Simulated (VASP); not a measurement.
# LiF (Fm-3m) in VASP: single point with r2SCAN

Aim: the single point of LiF with r2SCAN.

Everything below comes from runs of VASP 6.6.1. Logs are shortened: lines on timing, memory, paths and dates and some standing lists are left out, and cuts for length are marked.

### 1 The cell of the first run

The structure is cubic, space group Fm-3m (No. 225). Conventional cell: a = 4.222 Å, b = 4.222 Å, c = 4.222 Å, α = 90.00°, β = 90.00°, γ = 90.00°. Li (site symmetry m-3m) has 6 F at 2.11 Å within 2.8 Å. F (site symmetry m-3m) has 6 Li at 2.11 Å within 2.8 Å.

### 2 Single point, r2SCAN (strain +5.8%)

The input, POSCAR:

```
LiF
1.0
    0.0000000000      2.1107737887      2.1107737887
    2.1107737887      0.0000000000      2.1107737887
    2.1107737887      2.1107737887      0.0000000000
Li F
1 1
Direct
    0.0000000000      0.0000000000      0.0000000000
    0.5000000000      0.5000000000      0.5000000000
```

The input, INCAR.step1:

```
SYSTEM = LiF
PREC = Accurate
ENCUT = 1490
ISMEAR = 0
SIGMA = 0.01
LREAL = .FALSE.
LASPH = .TRUE.
NELM = 120
NBANDS = 12
GGA = PE
ALGO = Normal
EDIFF = 1E-5
LWAVE = .TRUE.
LCHARG = .FALSE.
GGA_COMPAT = .FALSE.
```

The input, INCAR.step2:

```
SYSTEM = LiF
PREC = Accurate
ENCUT = 1490
EDIFF = 1E-6
ISMEAR = 0
SIGMA = 0.01
LREAL = .FALSE.
LASPH = .TRUE.
NELM = 120
ALGO = Normal
ISIF = 2
LWAVE = .FALSE.
LCHARG = .FALSE.
METAGGA = R2SCAN
LMIXTAU = .TRUE.
NBANDS = 12
ISTART = 1
GGA_COMPAT = .FALSE.
```

The input, KPOINTS:

```
Automatic mesh
0
G
  10 10 10
  0 0 0
```

Potentials or basis: VASP PAW PBE potentials, release 64 (Li_sv, F_h).

On the command line:

```
cat potpaw_PBE.64/Li_sv/POTCAR potpaw_PBE.64/F_h/POTCAR > POTCAR
cp INCAR.step1 INCAR
mpirun -np 1 vasp_std > vasp.out
cp INCAR.step2 INCAR
mpirun -np 1 vasp_std > vasp.out
```

OUTCAR:

```text
SYSTEM = LiF
   PREC = Accurate
   ENCUT = 1490
   EDIFF = 1E-6
   ISMEAR = 0
   LREAL = .FALSE.
   LASPH = .TRUE.
   NELM = 120
   ISIF = 2
   METAGGA = R2SCAN
   ISTART = 1

 ion  position               nearest neighbor table
   1  0.000  0.000  0.000-
   2  0.500  0.500  0.500-

  LATTYP: Found a face centered cubic cell.
 ALAT       =     4.2215475774

  Lattice vectors:

 A1 = (   0.0000000000,   2.1107737887,   2.1107737887)
 A2 = (   2.1107737887,   0.0000000000,   2.1107737887)
 A3 = (   2.1107737887,   2.1107737887,   0.0000000000)

Analysis of symmetry for initial positions (statically):
=====================================================================
 Subroutine PRICEL returns:
 Original cell was already a primitive cell.

 Routine SETGRP: Setting up the symmetry group for a
 face centered cubic supercell.

 Subroutine GETGRP returns: Found 48 space group operations
 (whereof 48 operations were pure point group operations)
 out of a pool of 48 trial point group operations.

The static configuration has the point symmetry O_h .

Analysis of symmetry for dynamics (positions and initial velocities):
=====================================================================
 Subroutine PRICEL returns:
 Original cell was already a primitive cell.

 Routine SETGRP: Setting up the symmetry group for a
 face centered cubic supercell.

 Subroutine GETGRP returns: Found 48 space group operations
 (whereof 48 operations were pure point group operations)
 out of a pool of 48 trial point group operations.

The dynamic configuration has the point symmetry O_h .

 Subroutine INISYM returns: Found 48 space group operations
 (whereof 48 operations are pure point group operations),
 and found     1 'primitive' translations

----------------------------------------------------------------------------------------

                                     Primitive cell

  volume of cell :      18.8085

  direct lattice vectors                    reciprocal lattice vectors
     0.000000000  2.110773789  2.110773789    -0.236879955  0.236879955  0.236879955
     2.110773789  0.000000000  2.110773789     0.236879955 -0.236879955  0.236879955
     2.110773789  2.110773789  0.000000000     0.236879955  0.236879955 -0.236879955

  length of vectors
     2.985084919  2.985084919  2.985084919     0.410288117  0.410288117  0.410288117

  position of ions in fractional coordinates (direct lattice)
     0.000000000  0.000000000  0.000000000
[... 87 lines left out ...]
   TEBEG  =    0.0;   TEEND  =   0.0 temperature during run
   PSTRESS=    0.0 pullay stress
   NELECT =      10.0000    total number of electrons
   NUPDOWN=      -1.0000    fix difference up-down
   EMIN   =  10.00;   EMAX   =-10.00  energy-range for DOS
   EFERMI =   0.00;   METHOD = LEGACY
   ISMEAR =     0;   SIGMA  =   0.01  broadening in eV -4-tet -1-fermi 0-gaus
   EFERMI_NEDOS =   21; number of points for ismear=-14 and -15
   IALGO  =     38    algorithm
   IMIX   =      4    mixing-type and parameters
     AMIX     =   0.40;   BMIX     =  1.00
     AMIX_MAG =   1.60;   BMIX_MAG =  1.00
  volume/ion in A,a.u.               =       9.40        63.46
  Fermi-wavevector in a.u.,A,eV,Ry     =   1.326243  2.506236 23.931570  1.758921
  Thomas-Fermi vector in A             =   2.455644
   LORBIT       =      0    0 simple, 1 ext, 2 COOP (PROOUT), +10 PAW based schemes
   METAGGA = R2SCAN    functional components
   LHFCALC =     F    Hartree Fock is set to
   AEXX    =    0.0000 exact exchange contribution
   IVDW    =     0    specifies the selected vdW correction
   LEPSILON=     F    determine dielectric tensor
   LRPA    =     F    only Hartree local field effects (RPA)
 non-spin polarized calculation
 Gauss-broadening in eV      SIGMA  =   0.01
  energy-cutoff  :     1490.00
  volume of cell :       18.81
 maximum number of plane-waves:      2481
 NGX is ok and might be reduce to    40
   NGX = 19   NGY = 19   NGZ = 19

 number of electron      10.0000000 magnetization

 Free energy of the ion-electron system (eV)
  ---------------------------------------------------
  ext. energy  EPLUGINS =         0.00000000
  ---------------------------------------------------
  free energy    TOTEN  =       -11.81062331 eV

  energy without entropy =      -11.81062331  energy(sigma->0) =      -11.81062331

 E-fermi :  -1.8678     XC(G=0):  -9.8147

 val. band max:       -1.9567670492   @ k =   0.0000   0.0000   0.0000
 cond. band min:       7.0380650950   @ k =   0.0000   0.0000   0.0000
 fundamental gap:      8.9948321443
 Fermi energy:        -1.8677724867

 k-point     1 :       0.0000    0.0000    0.0000
  band No.  band energies     occupation
      1     -44.3314      2.00000
      2     -22.7039      2.00000
      3      -1.9568      2.00000
      4      -1.9568      2.00000
      5      -1.9568      2.00000
      6       7.0381      0.00000
      7      22.0934      0.00000
      8      22.0934      0.00000
      9      22.0934      0.00000
     10      22.1763      0.00000
     11      22.1763      0.00000
     12      22.1763      0.00000
[... 331 lines left out ...]
 k-point    24 :       0.4000    0.3000    0.0000
  band No.  band energies     occupation
      1     -44.3003      2.00000
      2     -22.3259      2.00000
      3      -3.8541      2.00000
      4      -2.6649      2.00000
      5      -2.5758      2.00000
      6      10.9737      0.00000
      7      15.0227      0.00000
      8      16.6350      0.00000
      9      18.2175      0.00000
     10      19.2082      0.00000
     11      30.4739      0.00000
     12      32.0499      0.00000

 [... further k-points ...]

------------------------ aborting loop because EDIFF is reached ----------------------------------------

  FORCE on cell =-STRESS in cart. coord.  units (eV):
  Direction    XX          YY          ZZ          XY          YZ          ZX
  --------------------------------------------------------------------------------------
  -------------------------------------------------------------------------------------
  Total       -1.1934028     -1.1934028     -1.1934028      0.0000000      0.0000000      0.0000000
  in kB     -101.6582330   -101.6582330   -101.6582330      0.0000000      0.0000000      0.0000000
  external PRESSURE =    -101.6582330 kB  Pullay stress =       0.0000000 kB

 VOLUME and BASIS-vectors are now :
 -----------------------------------------------------------------------------
  energy-cutoff  :     1490.00
  volume of cell :       18.81
      direct lattice vectors                 reciprocal lattice vectors
     0.000000000  2.110773789  2.110773789    -0.236879955  0.236879955  0.236879955
     2.110773789  0.000000000  2.110773789     0.236879955 -0.236879955  0.236879955
     2.110773789  2.110773789  0.000000000     0.236879955  0.236879955 -0.236879955

 POSITION                                       TOTAL-FORCE (eV/Angst)
 -----------------------------------------------------------------------------------
      0.00000      0.00000      0.00000        -0.000000     -0.000000      0.000000
      2.11077      2.11077      2.11077         0.000000      0.000000     -0.000000
 -----------------------------------------------------------------------------------
    total drift:                                0.000000     -0.000000      0.000000

  FREE ENERGIE OF THE ION-ELECTRON SYSTEM (eV)
  ---------------------------------------------------
  free  energy   TOTEN  =       -11.8106233096 eV

  energy  without entropy=      -11.8106233096  energy(sigma->0) =      -11.81062331
```

OSZICAR.step1:

```text
N       E                     dE             d eps       ncg     rms          rms(c)
DAV:   1     0.895380691216E+02    0.89538E+02   -0.93663E+03  1128   0.184E+03
DAV:   2    -0.340487315086E+01   -0.92943E+02   -0.85330E+02  1468   0.297E+02
DAV:   3    -0.100342323610E+02   -0.66294E+01   -0.65841E+01  1476   0.765E+01
DAV:   4    -0.101228151740E+02   -0.88583E-01   -0.88559E-01  1352   0.946E+00
DAV:   5    -0.101240417679E+02   -0.12266E-02   -0.12266E-02  1472   0.915E-01    0.470E+00
DAV:   6    -0.959633651020E+01    0.52771E+00   -0.27208E+00  1340   0.104E+01    0.171E+00
DAV:   7    -0.959819449856E+01   -0.18580E-02   -0.24257E-02  1368   0.214E+00    0.999E-01
DAV:   8    -0.960466797313E+01   -0.64735E-02   -0.22945E-02  1476   0.195E+00    0.185E-01
DAV:   9    -0.960467690737E+01   -0.89342E-05   -0.16060E-03  1356   0.454E-01    0.618E-02
DAV:  10    -0.960485020409E+01   -0.17330E-03   -0.31409E-04  1276   0.143E-01    0.100E-02
DAV:  11    -0.960485089852E+01   -0.69442E-06   -0.34651E-06  1368   0.224E-02
   1 F= -.96048509E+01 E0= -.96048509E+01  d E =-.164059E-87
```

It took 2.8 min on 1 thread of AMD EPYC 7R13 (Zen 3), shared host; peak memory 0.23 GiB.

What came out:

```yaml
Free_energy: -11.8106 eV
Pressure: -10.2 GPa
Band_gap_on_the_k_mesh: 8.99 eV
```

Caveat: the cell differs from its parent crystal (strain +5.8%); the cell stands under tension; the PAW data sets were made with another functional, which shifts forces and pressure a little. A k mesh can miss the band edges.
